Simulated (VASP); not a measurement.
# AgCl (I4mm) in VASP: relaxation of cell and atoms with PBE

Aim: the relaxation of cell and atoms of AgCl with PBE.

Everything below comes from runs of VASP 6.6.1. Logs are shortened: lines on timing, memory, paths and dates and some standing lists are left out, and cuts for length are marked.

**1. The cell of the first run**

It takes space group I4mm (No. 107, tetragonal). Conventional cell: a = 3.971 Å, b = 3.971 Å, c = 5.405 Å, α = 90.00°, β = 90.00°, γ = 90.00°. Ag (site symmetry 4mm) has 5 Cl at 2.10 to 2.87 Å within 2.9 Å. Cl (site symmetry 4mm) has 5 Ag at 2.10 to 2.87 Å within 2.9 Å.

**2. Relaxation of cell and atoms, PBE**

The input, INCAR:

```
SYSTEM = AgCl
PREC = Accurate
ENCUT = 630
EDIFF = 1E-7
ISMEAR = 0
SIGMA = 0.1
LREAL = .FALSE.
LASPH = .TRUE.
NELM = 120
ALGO = Normal
ISIF = 3
LWAVE = .FALSE.
LCHARG = .FALSE.
GGA = PE
IBRION = 2
NSW = 90
EDIFFG = -0.04
GGA_COMPAT = .FALSE.
NELMIN = 4
```

The input, KPOINTS:

```
regular mesh
0
G
  6 6 6
  0 0 0
```

The input, POSCAR:

```
AgCl
1.0
   -1.9853914300      1.9853914300      2.7024536600
    1.9853914300     -1.9853914300      2.7024536600
    1.9853914300      1.9853914300     -2.7024536600
Ag Cl
1 1
Direct
    0.0559029400      0.0559029400      0.0000000000
    0.4440970600      0.4440970600      0.0000000000
```

Potentials or basis: VASP PAW PBE potentials, release 64 (Ag_sv_GW, Cl).

On the command line:

```sh
$ cat potpaw_PBE.64/Ag_sv_GW/POTCAR potpaw_PBE.64/Cl/POTCAR > POTCAR
$ mpirun -np 1 vasp_std > vasp.out
```

OUTCAR:

```text
SYSTEM = AgCl
   PREC = Accurate
   ENCUT = 630
   EDIFF = 1E-7
   ISMEAR = 0
   LREAL = .FALSE.
   LASPH = .TRUE.
   NELM = 120
   ISIF = 3
   GGA = PE
   IBRION = 2
   NSW = 90
   EDIFFG = -0.04
   NELMIN = 4

 ion  position               nearest neighbor table
   1  0.056  0.056  0.000-   2 2.10
   2  0.444  0.444  0.000-   1 2.10

  LATTYP: Found a body centered tetragonal cell.
 ALAT       =     3.9707828600
 C/A-ratio  =     1.3611691978

  Lattice vectors:

 A1 = (  -1.9853914300,   1.9853914300,   2.7024536600)
 A2 = (   1.9853914300,  -1.9853914300,   2.7024536600)
 A3 = (   1.9853914300,   1.9853914300,  -2.7024536600)

Analysis of symmetry for initial positions (statically):
=====================================================================
 Subroutine PRICEL returns:
 Original cell was already a primitive cell.

 Routine SETGRP: Setting up the symmetry group for a
 body centered tetragonal supercell.

 Subroutine GETGRP returns: Found  8 space group operations
 (whereof  8 operations were pure point group operations)
 out of a pool of 16 trial point group operations.

The static configuration has the point symmetry C_4v.

Analysis of symmetry for dynamics (positions and initial velocities):
=====================================================================
 Subroutine PRICEL returns:
 Original cell was already a primitive cell.

 Routine SETGRP: Setting up the symmetry group for a
 body centered tetragonal supercell.

 Subroutine GETGRP returns: Found  8 space group operations
 (whereof  8 operations were pure point group operations)
 out of a pool of 16 trial point group operations.

The dynamic configuration has the point symmetry C_4v.

 Subroutine INISYM returns: Found  8 space group operations
 (whereof  8 operations are pure point group operations),
 and found     1 'primitive' translations

----------------------------------------------------------------------------------------

                                     Primitive cell

  volume of cell :      42.6099

  direct lattice vectors                    reciprocal lattice vectors
    -1.985391430  1.985391430  2.702453660     0.000000000  0.251839508  0.185017049
     1.985391430 -1.985391430  2.702453660     0.251839508  0.000000000  0.185017049
     1.985391430  1.985391430 -2.702453660     0.251839508  0.251839508  0.000000000

  length of vectors
     3.897026308  3.897026308  3.897026308     0.312497113  0.312497113  0.356154847

  position of ions in fractional coordinates (direct lattice)
     0.055902940  0.055902940  0.000000000
     0.444097060  0.444097060  0.000000000

  ion indices of the primitive-cell ions
   primitive index   ion index
[... 73 lines left out ...]
   NELM   =    120;   NELMIN=  4; NELMDL= -5     # of ELM steps
   EDIFF  = 0.1E-06   stopping-criterion for ELM
   LREAL  =      F    real-space projection
   EDIFFG = -.4E-01   stopping-criterion for IOM
   NSW    =     90    number of steps for IOM
   IBRION =      2    ionic relax: 0-MD 1-quasi-New 2-CG
   NFREE  =      1    steps in history (QN), initial steepest desc. (CG)
   ISIF   =      3    stress and relaxation
   ISYM   =      2    0-nonsym 1-usesym 2-fastsym
   POTIM  = 0.5000    time-step for ionic-motion
   TEBEG  =    0.0;   TEEND  =   0.0 temperature during run
   PSTRESS=    0.0 pullay stress
   NELECT =      26.0000    total number of electrons
   NUPDOWN=      -1.0000    fix difference up-down
   EMIN   =  10.00;   EMAX   =-10.00  energy-range for DOS
   EFERMI =   0.00;   METHOD = LEGACY
   ISMEAR =     0;   SIGMA  =   0.10  broadening in eV -4-tet -1-fermi 0-gaus
   EFERMI_NEDOS =   21; number of points for ismear=-14 and -15
   IALGO  =     38    algorithm
   IMIX   =      4    mixing-type and parameters
     AMIX     =   0.40;   BMIX     =  1.00
     AMIX_MAG =   1.60;   BMIX_MAG =  1.00
  volume/ion in A,a.u.               =      21.30       143.77
  Fermi-wavevector in a.u.,A,eV,Ry     =   1.388553  2.623985 26.233110  1.928079
  Thomas-Fermi vector in A             =   2.512668
   LORBIT       =      0    0 simple, 1 ext, 2 COOP (PROOUT), +10 PAW based schemes
   GGA     = PE    functional components
   LHFCALC =     F    Hartree Fock is set to
   AEXX    =    0.0000 exact exchange contribution
   IVDW    =     0    specifies the selected vdW correction
   LEPSILON=     F    determine dielectric tensor
   LRPA    =     F    only Hartree local field effects (RPA)
 conjugate gradient relaxation of ions
 non-spin polarized calculation
 Gauss-broadening in eV      SIGMA  =   0.10
  energy-cutoff  :      630.00
  volume of cell :       42.61
 maximum number of plane-waves:      1543
   NGX = 15   NGY = 15   NGZ = 15

--------------------------------------- Ionic step        1  -------------------------------------------

 number of electron      26.0000003 magnetization

 Free energy of the ion-electron system (eV)
  ---------------------------------------------------
  ext. energy  EPLUGINS =         0.00000000
  ---------------------------------------------------
  free energy    TOTEN  =        -2.51571583 eV

  energy without entropy =       -2.51571583  energy(sigma->0) =       -2.51571583

 E-fermi :   3.8842     XC(G=0): -10.0135

 val. band max:        3.3467321126   @ k =   0.3333  -0.0000   0.0000
 cond. band min:       4.6422664143   @ k =   0.0000   0.0000   0.0000
 fundamental gap:      1.2955343017
 Fermi energy:         3.8842281696

 k-point     1 :       0.0000    0.0000    0.0000
  band No.  band energies     occupation
      1     -86.7255      2.00000
      2     -50.3984      2.00000
      3     -50.1885      2.00000
      4     -50.1885      2.00000
      5     -12.1262      2.00000
      6      -1.6658      2.00000
[... 572 lines left out ...]
  FREE ENERGIE OF THE ION-ELECTRON SYSTEM (eV)
  ---------------------------------------------------
  free  energy   TOTEN  =        -3.2847318202 eV

  energy  without entropy=       -3.2847318202  energy(sigma->0) =       -3.28473182

[... ionic steps 4 to 7 ...]

--------------------------------------- Ionic step        8  -------------------------------------------

 number of electron      26.0000006 magnetization

------------------------ aborting loop because EDIFF is reached ----------------------------------------
[... 67 lines left out ...]
--------------------------------------- Ionic step       10  -------------------------------------------

 number of electron      25.9999999 magnetization

 Free energy of the ion-electron system (eV)
  ---------------------------------------------------
  ext. energy  EPLUGINS =         0.00000000
  ---------------------------------------------------
  free energy    TOTEN  =        -3.31690183 eV

  energy without entropy =       -3.31690183  energy(sigma->0) =       -3.31690183

 E-fermi :   3.3027     XC(G=0):  -9.7561

 val. band max:        2.8755001206   @ k =   0.5000   0.0000  -0.0000
 cond. band min:       3.6962411587   @ k =   0.0000   0.0000   0.0000
 fundamental gap:      0.8207410381
 Fermi energy:         3.3026768219

 k-point     1 :       0.0000    0.0000    0.0000
  band No.  band energies     occupation
      1     -86.8889      2.00000
      2     -50.4271      2.00000
      3     -50.4116      2.00000
      4     -50.4116      2.00000
      5     -12.1742      2.00000
      6      -0.4530      2.00000
[... 500 lines left out ...]
  FREE ENERGIE OF THE ION-ELECTRON SYSTEM (eV)
  ---------------------------------------------------
  free  energy   TOTEN  =        -3.3169018274 eV

  energy  without entropy=       -3.3169018273  energy(sigma->0) =       -3.31690183

 reached required accuracy - stopping structural energy minimisation
```

Wall time 97 s (1 thread of Intel Xeon 6975P-C (Granite Rapids), shared host); peak memory 0.22 GiB.

What came out:

* Free energy: -3.3169 eV
* Relaxed volume: 22.56 Å³/atom
* Relaxed cell: a = 4.080 Å, b = 4.080 Å, c = 4.080 Å, α = 123.59°, β = 123.59°, γ = 83.88°
* Space group after relaxing (to 0.1 Å): I4mm (No. 107)
* Energy gained by relaxing: 400.6 meV/atom
* Ionic steps: 10
* Pressure after relaxing: 0.0 GPa
* Largest force after relaxing: 0.033 eV/Å
* Band gap on the k mesh: 0.82 eV (least direct gap 2.04 eV)

Forces on the atoms (eV/Å):
```
Ag   0.000  0.000 -0.033
Cl   0.000  0.000  0.033
```

Stress tensor (GPa, compression positive):
```
 0.18  0.00  0.00
 0.00  0.18  0.00
 0.00  0.00 -0.22
```

Step by step:
```tsv
step	energy change (eV)	largest force (eV/Å)	pressure (GPa)	volume (Å³)
1	0.0000	4.4938	13.68	42.61
2	-0.6315	0.0619	-4.67	54.08
3	-0.7690	0.0980	-2.24	48.18
4	-0.7694	0.1136	-2.13	48.07
5	-0.7697	0.1450	-1.92	47.86
6	-0.7912	0.1442	-0.75	46.18
7	-0.7971	0.1373	0.36	44.92
8	-0.7971	0.1361	0.45	44.82
9	-0.8001	0.0834	0.24	44.96
10	-0.8012	0.0326	0.04	45.12
```

Final structure:
```
CELL_PARAMETERS angstrom
-1.92808 1.92808 3.03449
1.92808 -1.92808 3.03449
1.92808 1.92808 -3.03449
ATOMIC_POSITIONS crystal
Ag 0.02797 0.02797 0.00000
Cl 0.47203 0.47203 0.00000
```

A k mesh can miss the band edges.
